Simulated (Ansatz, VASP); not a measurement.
One calculation of MgO, two programs

```
Mg O
1.0
     5.39203    0.00000    0.00000
     0.00000    5.39203    0.00000
     0.00000    0.00000    5.39203
Mg O
4 4
Direct
  0.87500 0.87500 0.87500
  0.62500 0.12500 0.37500
  0.12500 0.37500 0.62500
  0.37500 0.62500 0.12500
  0.37500 0.37500 0.37500
  0.12500 0.62500 0.87500
  0.62500 0.87500 0.12500
  0.87500 0.12500 0.62500
```

Alike in both runs: functional PBE; k mesh 4 × 4 × 4; occupations gaussian, width 0.1 eV; no spin polarisation.

Ansatz relaxed the structure, and its values are those at the end. VASP's run is a single point on that final structure, the one shown.

|  | VASP | Ansatz |
| --- | --- | --- |
| version | VASP 6.6.1 | Ansatz 0.2.0 |
| potentials or method | VASP PAW PBE potentials, release 64 (Mg, O), cutoff 520 eV | scalar-relativistic, plane waves, PAW |
| valence electrons in the cell | 32 | 64 |

```csv
,VASP,Ansatz,Ansatz less VASP
gap on the k mesh at the Fermi level (eV),1.74,1.75,+0.016
least direct gap on the mesh (eV),1.74,1.75,+0.016
pressure (GPa),-0.1,0.0,+0.14
```

The functional is the same, so the differences come from potentials, cutoffs and numerics. VASP's potentials hold 32 valence electrons a cell and Ansatz's 64, so a difference there can come from the potentials and not from the codes.
